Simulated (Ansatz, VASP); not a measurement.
# CsCl in VASP and in Ansatz

```
Cs Cl
1.0
     4.28536    0.00000    0.00000
     0.00000    4.28536    0.00000
     0.00000    0.00000    4.28536
Cs Cl
1 1
Direct
  0.00000 0.00000 0.00000
  0.50000 0.50000 0.50000
```

Alike in both runs: task single point; functional PBE; k mesh 6 × 6 × 6; no spin polarisation.

|  | VASP | Ansatz |
| --- | --- | --- |
| version | VASP 6.6.1 | Ansatz 0.2.0 |
| potentials or method | VASP PAW PBE potentials, release 64 (Cs_sv, Cl) | plane waves, PAW |
| plane-wave cutoff (eV) | 500 | 420 |
| occupations | gaussian, width 0.01 eV | fixed |
| valence electrons in the cell | 16 | 16 |

```csv
,VASP,Ansatz,Ansatz less VASP
gap on the k mesh at the Fermi level (eV),4.77,4.78,+0.008
pressure (GPa),-0.7,-0.7,0.00
```

Spin-orbit coupling is off throughout.
